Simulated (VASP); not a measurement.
# NbTe (P-6m2) in VASP: notebook

The runs below take NbTe through vibrations by perturbation theory, elastic constants, single point, with PBEsol, PBE.

Program: VASP 6.6.1. These are calculated values, not measurements. Logs are shortened: lines on timing, memory, paths and dates and some standing lists are left out, and cuts for length are marked.

## (1) The cell of the first run

The structure is hexagonal, space group P-6m2 (No. 187). Conventional cell: a = 3.703 Å, b = 3.703 Å, c = 3.694 Å, α = 90.00°, β = 90.00°, γ = 120.00°. Te (site symmetry -6m2) has 6 Nb at 2.83 Å and 8 Te at 3.69 to 3.70 Å within 3.8 Å. Nb (site symmetry -6m2) has 6 Te at 2.83 Å and 8 Nb at 3.69 to 3.70 Å within 3.8 Å.

## (2) Vibrations by perturbation theory, PBEsol

File INCAR:

```
SYSTEM = NbTe
PREC = Accurate
ENCUT = 520
EDIFF = 1E-8
ISMEAR = -1
SIGMA = 0.05
LREAL = .False.
LASPH = .True.
NELM = 80
ALGO = Normal
ISIF = 2
LWAVE = .False.
LCHARG = .False.
GGA = PS
NBANDS = 16
IBRION = 8
NSW = 1
```

File KPOINTS:

```
Automatic mesh
0
Gamma
  6 6 5
  0 0 0
```

File POSCAR:

```
NbTe
1.0
    3.7029743866      0.0000000000      0.0000000000
   -1.8514871933      3.2068698884      0.0000000000
    0.0000000000      0.0000000000      3.6942110000
Te Nb
1 1
Direct
    0.6666666667      0.3333333333      0.0000000000
    0.0000000000      0.0000000000      0.5000000000
```

Potentials or basis: VASP PAW PBE potentials, release 64 (Te, Nb_sv).

On the command line:

```
cat potpaw_PBE.64/Te/POTCAR potpaw_PBE.64/Nb_sv/POTCAR > POTCAR
mpirun -np 1 vasp_std > vasp.out
```

OUTCAR:

```text
SYSTEM = NbTe
   PREC = Accurate
   ENCUT = 520
   EDIFF = 1E-8
   ISMEAR = -1
   LREAL = .False.
   LASPH = .True.
   NELM = 80
   ISIF = 2
   GGA = PS
   IBRION = 8
   NSW = 1

 ion  position               nearest neighbor table
   1  0.667  0.333  0.000-   2 2.83   2 2.83   2 2.83   2 2.83   2 2.83   2 2.83
   2  0.000  0.000  0.500-   1 2.83   1 2.83   1 2.83   1 2.83   1 2.83   1 2.83

  LATTYP: Found a hexagonal cell.
 ALAT       =     3.7029743866
 C/A-ratio  =     0.9976334196

  Lattice vectors:

 A1 = (   3.7029743866,   0.0000000000,   0.0000000000)
 A2 = (  -1.8514871933,   3.2068698884,   0.0000000000)
 A3 = (   0.0000000000,   0.0000000000,   3.6942110000)

Analysis of symmetry for initial positions (statically):
=====================================================================
 Subroutine PRICEL returns:
 Original cell was already a primitive cell.

 Routine SETGRP: Setting up the symmetry group for a
 hexagonal supercell.

 Subroutine GETGRP returns: Found 12 space group operations
 (whereof 12 operations were pure point group operations)
 out of a pool of 24 trial point group operations.

The static configuration has the point symmetry D_3h.

Analysis of symmetry for dynamics (positions and initial velocities):
=====================================================================
 Subroutine PRICEL returns:
 Original cell was already a primitive cell.

 Routine SETGRP: Setting up the symmetry group for a
 hexagonal supercell.

 Subroutine GETGRP returns: Found 12 space group operations
 (whereof 12 operations were pure point group operations)
 out of a pool of 24 trial point group operations.

The dynamic configuration has the point symmetry D_3h.

 Subroutine INISYM returns: Found 12 space group operations
 (whereof 12 operations are pure point group operations),
 and found     1 'primitive' translations

----------------------------------------------------------------------------------------

                                     Primitive cell

  volume of cell :      43.8686

  direct lattice vectors                    reciprocal lattice vectors
     3.702974387  0.000000000  0.000000000     0.270053178  0.155915275  0.000000000
    -1.851487193  3.206869888  0.000000000     0.000000000  0.311830550  0.000000000
     0.000000000  0.000000000  3.694211000     0.000000000  0.000000000  0.270693796

  length of vectors
     3.702974387  3.702974387  3.694211000     0.311830550  0.311830550  0.270693796

  position of ions in fractional coordinates (direct lattice)
     0.666666667  0.333333333  0.000000000
     0.000000000  0.000000000  0.500000000

  ion indices of the primitive-cell ions
   primitive index   ion index
                 1           1
                 2           2

----------------------------------------------------------------------------------------

 KPOINTS: Automatic mesh

Automatic generation of k-mesh.
 Grid dimensions read from file:
 generate k-points for:    6    6    5

 Generating k-lattice:

  Cartesian coordinates                     Fractional coordinates (reciprocal lattice)
     0.045008863  0.025985879  0.000000000     0.166666667  0.000000000  0.000000000
     0.000000000  0.051971758  0.000000000     0.000000000  0.166666667  0.000000000
     0.000000000  0.000000000  0.054138759     0.000000000  0.000000000  0.200000000

  Length of vectors
     0.051971758  0.051971758  0.054138759

  Shift w.r.t. Gamma in fractional coordinates (k-lattice)
     0.000000000  0.000000000  0.000000000

 Subroutine IBZKPT returns following result:
 ===========================================

 Found     21 irreducible k-points:

 Following reciprocal coordinates:
            Coordinates               Weight
  0.000000  0.000000  0.000000      1.000000
  0.166667  0.000000  0.000000      6.000000
  0.333333  0.000000  0.000000      6.000000
  0.500000  0.000000  0.000000      3.000000
  0.166667  0.166667  0.000000      6.000000
  0.333333  0.166667  0.000000     12.000000
[... 13 lines left out ...]
  0.333333  0.166667  0.400000     24.000000
  0.333333  0.333333  0.400000      4.000000
   k-points           NKPTS =     21   k-points in BZ     NKDIM =     21   number of bands    NBANDS=     16
   number of dos      NEDOS =    301   number of ions     NIONS =      2
   total plane-waves  NPLWV =  21952
   dimension x,y,z NGX =    28 NGY =   28 NGZ =   28
   dimension x,y,z NGXF=    56 NGYF=   56 NGZF=   56
   ions per type =               1   1
   NGX,Y,Z   is equivalent  to a cutoff of  12.57, 12.57, 12.60 a.u.
   NGXF,Y,Z  is equivalent  to a cutoff of  25.14, 25.14, 25.20 a.u.
 SYSTEM =  NbTe
   PREC   = accura    normal or accurate (medium, high low for compatibility)
   ISTART =      0    job   : 0-new  1-cont  2-samecut
   ICHARG =      2    charge: 1-file 2-atom 10-const
   ISPIN  =      1    spin polarized calculation?
   LNONCOLLINEAR =      F non collinear calculations
   LSORBIT =      F    spin-orbit coupling
   LASPH  =      T    aspherical Exc in radial PAW
   ENCUT  =  520.0 eV  38.22 Ry    6.18 a.u.   6.89  6.89  6.87*2*pi/ulx,y,z
   NELM   =     80;   NELMIN=  2; NELMDL= -5     # of ELM steps
   EDIFF  = 0.1E-07   stopping-criterion for ELM
   LREAL  =      F    real-space projection
   EDIFFG = 0.1E-06   stopping-criterion for IOM
   NSW    =      1    number of steps for IOM
   IBRION =      8    ionic relax: 0-MD 1-quasi-New 2-CG
   NFREE  =      0    steps in history (QN), initial steepest desc. (CG)
   ISIF   =      2    stress and relaxation
   ISYM   =      2    0-nonsym 1-usesym 2-fastsym
   POTIM  = 0.5000    time-step for ionic-motion
   TEBEG  =    0.0;   TEEND  =   0.0 temperature during run
   PSTRESS=    0.0 pullay stress
   NELECT =      19.0000    total number of electrons
   NUPDOWN=      -1.0000    fix difference up-down
   EMIN   =  10.00;   EMAX   =-10.00  energy-range for DOS
   EFERMI =   0.00;   METHOD = LEGACY
   ISMEAR =    -1;   SIGMA  =   0.05  broadening in eV -4-tet -1-fermi 0-gaus
   EFERMI_NEDOS =   21; number of points for ismear=-14 and -15
   IALGO  =     38    algorithm
   IMIX   =      4    mixing-type and parameters
     AMIX     =   0.40;   BMIX     =  1.00
     AMIX_MAG =   1.60;   BMIX_MAG =  1.00
  volume/ion in A,a.u.               =      21.93       148.02
  Fermi-wavevector in a.u.,A,eV,Ry     =   1.238630  2.340671 20.874103  1.534203
  Thomas-Fermi vector in A             =   2.373147
   LORBIT       =      0    0 simple, 1 ext, 2 COOP (PROOUT), +10 PAW based schemes
   GGA     = PS    functional components
   LHFCALC =     F    Hartree Fock is set to
   AEXX    =    0.0000 exact exchange contribution
   IVDW    =     0    specifies the selected vdW correction
   LEPSILON=     F    determine dielectric tensor
   LRPA    =     F    only Hartree local field effects (RPA)
 non-spin polarized calculation
  energy-cutoff  :      520.00
  volume of cell :       43.87
 maximum number of plane-waves:      1194
 NGX is ok and might be reduce to    28
   NGX = 13   NGY = 13   NGZ = 13

--------------------------------------- Ionic step        1  -------------------------------------------

 number of electron      18.9999998 magnetization

 Free energy of the ion-electron system (eV)
  ---------------------------------------------------
  ext. energy  EPLUGINS =         0.00000000
  ---------------------------------------------------
  free energy    TOTEN  =       -14.86059601 eV

  energy without entropy =      -14.84569714  energy(sigma->0) =      -14.85314657

 E-fermi :  10.9871     XC(G=0): -11.3912

 val. band max:       10.9854834857   @ k =   0.1667   0.1667   0.4000
 cond. band min:      11.0400877911   @ k =   0.0000   0.0000   0.0000
 fundamental gap:      0.0546043054
 Fermi energy:        10.9871108543

 k-point     1 :       0.0000    0.0000    0.0000
  band No.  band energies     occupation
      1     -44.5850      2.00000
      2     -20.8035      2.00000
      3     -20.6105      2.00000
      4     -20.6105      2.00000
      5      -3.3705      2.00000
      6       7.7445      2.00000
[... 378 lines left out ...]
      5      -1.2292      2.00000
      6       4.7001      2.00000
[... 8 lines left out ...]
     15      15.4118      0.00000
     16      19.7158      0.00000

------------------------ aborting loop because EDIFF is reached ----------------------------------------

  FORCE on cell =-STRESS in cart. coord.  units (eV):
  Direction    XX          YY          ZZ          XY          YZ          ZX
  --------------------------------------------------------------------------------------
  -------------------------------------------------------------------------------------
  Total       -1.4031873     -1.4031873     -1.4881014      0.0000000      0.0000000     -0.0000000
  in kB      -51.2474770    -51.2474770    -54.3487239      0.0000000      0.0000000     -0.0000000
  external PRESSURE =     -52.2812260 kB  Pullay stress =       0.0000000 kB

 VOLUME and BASIS-vectors are now :
 -----------------------------------------------------------------------------
  energy-cutoff  :      520.00
  volume of cell :       43.87
      direct lattice vectors                 reciprocal lattice vectors
     3.702974387  0.000000000  0.000000000     0.270053178  0.155915275  0.000000000
    -1.851487193  3.206869888  0.000000000     0.000000000  0.311830550  0.000000000
     0.000000000  0.000000000  3.694211000     0.000000000  0.000000000  0.270693796

 POSITION                                       TOTAL-FORCE (eV/Angst)
 -----------------------------------------------------------------------------------
      1.85149      1.06896      0.00000        -0.000000      0.000000      0.000000
      0.00000      0.00000      1.84711         0.000000      0.000000      0.000000
 -----------------------------------------------------------------------------------
    total drift:                               -0.000000      0.000000      0.000000

  FREE ENERGIE OF THE ION-ELECTRON SYSTEM (eV)
  ---------------------------------------------------
  free  energy   TOTEN  =       -14.8605960080 eV

  energy  without entropy=      -14.8456971352  energy(sigma->0) =      -14.85314657

[... ionic steps 2 to 3 ...]

--------------------------------------- Ionic step        4  -------------------------------------------

------------------------ aborting loop because EDIFF is reached ----------------------------------------
[... 11 lines left out ...]
[... ionic steps 8 to 8 ...]

--------------------------------------- Ionic step        9  -------------------------------------------

 Free energy of the ion-electron system (eV)
  ---------------------------------------------------
  ---------------------------------------------------
  free energy    TOTEN  =        -0.50830353 eV

  energy without entropy =       -0.50830353

------------------------ aborting loop because EDIFF is reached ----------------------------------------

 INTERNAL STRAIN TENSOR  FOR ION    2  DIRECTION 3   (eV/Angst):
 -----------------------------------------------------------------------------
    -0.00623 -0.00000  0.00000
    -0.00000 -0.00623  0.00000
     0.00000 -0.00000  0.01280

 INTERNAL STRAIN TENSOR FOR ION    2 for displacements in x,y,z  (eV/Angst):
          X           Y           Z          XY          YZ          ZX
  --------------------------------------------------------------------------------
  x    -0.00000     0.00000     0.00000     6.69213     0.00000     0.00000
  y     6.69213    -6.69213     0.00000     0.00000     0.00000     0.00000
  z     0.00000     0.00000     0.00000     0.00000     0.00000     0.00000

 SECOND DERIVATIVES (NOT SYMMETRIZED)
 ------------------------------------
               1X          1Y          1Z          2X          2Y          2Z
  1X    -9.086784   -0.000000    0.000000    9.086784    0.000000    0.000000
  1Y     0.000000   -9.086784    0.000000   -0.000000    9.086784    0.000000
  1Z     0.000000   -0.000000   -9.518849    0.000000    0.000000    9.518849
  2X     9.089873    0.000000    0.000000   -9.089873   -0.000000    0.000000
  2Y     0.000000    9.089873    0.000000    0.000000   -9.089873    0.000000
  2Z     0.000000    0.000000    9.544406    0.000000    0.000000   -9.544406

 Eigenvectors and eigenvalues of the dynamical matrix
 ----------------------------------------------------

   1 f  =    6.583210 THz    41.363530 2PiTHz  219.592256 cm-1    27.225958 meV
             X         Y         Z           dx          dy          dz
      1.851487  1.068957  0.000000     0.000000    0.000000   -0.648605
      0.000000  0.000000  1.847106     0.000000    0.000000    0.761126
[... 21 lines left out ...]
   6 f/i=    0.004357 THz     0.027376 2PiTHz    0.145335 cm-1     0.018019 meV
             X         Y         Z           dx          dy          dz
      1.851487  1.068957  0.000000     0.000000    0.000000    0.761126
      0.000000  0.000000  1.847106     0.000000    0.000000    0.648605

--------------------------------------------------------------------------------------------------------

 ELASTIC MODULI CONTR FROM IONIC RELAXATION (kBar)
 Direction    XX          YY          ZZ          XY          YZ          ZX
 --------------------------------------------------------------------------------
 XX        -154.4827    154.4827      0.0000     -0.0000      0.0000      0.0000
 YY         154.4827   -154.4827      0.0000      0.0000      0.0000      0.0000
 ZZ           0.0000      0.0000      0.0000      0.0000      0.0000      0.0000
 XY          -0.0000      0.0000      0.0000   -154.4827      0.0000      0.0000
 YZ           0.0000      0.0000      0.0000      0.0000      0.0000      0.0000
 ZX           0.0000      0.0000      0.0000      0.0000      0.0000      0.0000
 --------------------------------------------------------------------------------
```

Wall time 2.9 min (1 thread of Intel Xeon Platinum 8488C (Sapphire Rapids), shared host); peak memory 0.27 GiB.

What came out:

```
Highest phonon frequency at Γ, LO-TO splitting left out : 220 cm⁻¹
```

Phonon frequencies in cm⁻¹ (negative: imaginary):
| q point | frequencies |
| --- | --- |
| (0.000, 0.000, 0.000) | 0 0 0 214 214 220 |

Caveat: the cell stands under pressure or tension, which shifts response properties; the PAW data sets were made with another functional, which shifts forces and pressure a little; spin-orbit coupling is left out, which moves the levels of the heavy elements.

## (3) Elastic constants, PBEsol

File INCAR:

```
PREC = Accurate
ENCUT = 600
EDIFF = 1E-8
ISMEAR = -1
SIGMA = 0.05
LREAL = F
LASPH = T
NELM = 100
ALGO = Normal
ISIF = 3
LWAVE = F
LCHARG = F
GGA = PS
NBANDS = 16
IBRION = 6
NFREE = 2
POTIM = 0.015
NSW = 1
```

File KPOINTS:

```
regular mesh
0
Gamma
  6 6 5
```

POSCAR is that of step 2.

Potentials or basis: VASP PAW PBE potentials, release 64 (Te, Nb_sv).

On the command line:

```
cat potpaw_PBE.64/Te/POTCAR potpaw_PBE.64/Nb_sv/POTCAR > POTCAR
mpirun -np 1 vasp_std > vasp.out
```

Run time: 5.9 min. Hardware: 1 thread of Intel Xeon Platinum 8488C (Sapphire Rapids), shared host; peak memory 0.26 GiB.

The run converged. Its results:

```
Voigt bulk modulus                                      : 116 GPa
Highest phonon frequency at Γ, LO-TO splitting left out : 219 cm⁻¹
```

Phonon frequencies in cm⁻¹ (negative: imaginary):
```tsv
q point	frequencies
(0.000, 0.000, 0.000)	0 0 0 214 214 219
```

Elastic tensor in Voigt notation (GPa, in the Cartesian axes of the cell as first typed):
```
160  65  92   0   0   0
 65 160  92   0   0   0
 92  92 229   0   0   0
  0   0   0  82   0   0
  0   0   0   0  82   0
  0   0   0   0   0  47
```

Clamped-ion elastic tensor (GPa):
```
174  52  92   0   0   0
 52 174  92   0   0   0
 92  92 229   0   0   0
  0   0   0  82   0   0
  0   0   0   0  82   0
  0   0   0   0   0  61
```

Caveat: the cell is under stress, which shifts elastic constants; the PAW data sets were made with another functional, which shifts forces and pressure a little; spin-orbit coupling is left out, which moves the levels of the heavy elements.

## (4) Single point, PBEsol

POSCAR is that of step 3.

File INCAR.step1:

```
SYSTEM = NbTe
PREC     = Accurate       ! precision mode
ENCUT    = 520            ! plane-wave cutoff, eV
EDIFF    = 1E-6           ! SCF threshold, eV
ISMEAR   = -1             ! smearing method
SIGMA    = 0.05           ! smearing width, eV
LREAL    = .FALSE.        ! projectors in reciprocal space
LASPH    = .TRUE.         ! aspherical terms in the spheres
NELM     = 100            ! most SCF steps
ALGO     = Normal         ! electronic algorithm
ISIF     = 2              ! what is computed and relaxed
LWAVE    = .FALSE.        ! write WAVECAR
LCHARG   = .TRUE.         ! write CHGCAR
LMAXMIX  = 4              ! l up to which the mixer works
GGA      = PS             ! functional
NBANDS   = 16             ! bands
```

File KPOINTS.step1:

```
Automatic mesh
0
G
  8 8 6
  0 0 0
```

File INCAR.step2:

```
SYSTEM = NbTe
PREC     = Accurate       ! precision mode
ENCUT    = 520            ! plane-wave cutoff, eV
EDIFF    = 1E-6           ! SCF threshold, eV
ISMEAR   = -5             ! smearing method
SIGMA    = 0.05           ! smearing width, eV
LREAL    = .FALSE.        ! projectors in reciprocal space
LASPH    = .TRUE.         ! aspherical terms in the spheres
NELM     = 100            ! most SCF steps
ALGO     = Normal         ! electronic algorithm
ISIF     = 2              ! what is computed and relaxed
LWAVE    = .FALSE.        ! write WAVECAR
LCHARG   = .FALSE.        ! write CHGCAR
LMAXMIX  = 4              ! l up to which the mixer works
GGA      = PS             ! functional
LORBIT   = 11             ! projections on sites
NEDOS    = 2001           ! points of the DOS
ICHARG   = 11             ! starting density
```

File KPOINTS.step2:

```
Automatic mesh
0
G
  12 12 9
  0 0 0
```

On the command line:

```
cat potpaw_PBE.64/Te/POTCAR potpaw_PBE.64/Nb_sv/POTCAR > POTCAR
cp INCAR.step1 INCAR
cp KPOINTS.step1 KPOINTS
mpirun -np 1 vasp_std > vasp.out
cp INCAR.step2 INCAR
cp KPOINTS.step2 KPOINTS
mpirun -np 1 vasp_std > vasp.out
```

Wall time 30 s (1 thread of AMD EPYC 9R45 (Zen 5), shared host); peak memory 0.17 GiB.

The run converged. Its results:

```
Valence electrons inside the program's atomic spheres : Te 3.49; Nb 10.65
```

Levels at points of the mesh, in eV from the Fermi level:
| k point | band 6 | band 7 | band 8 | band 9 | band 10 | band 11 | band 12 | band 13 |
| --- | --- | --- | --- | --- | --- | --- | --- | --- |
| (0.00, 0.00, 0.00) | -3.11 | -3.11 | -2.98 | -2.30 | 0.17 | 0.17 | 2.48 | 2.49 |
| (0.50, 0.00, 0.00) | -7.17 | -3.79 | -2.62 | -2.56 | -0.16 | 1.27 | 1.53 | 3.06 |

Caveat: the PAW data sets were made with another functional, which shifts forces and pressure a little; spin-orbit coupling is left out, which moves the levels of the heavy elements; tetrahedron occupations give inexact forces and stress in metals.

[end of part 1 of 2]
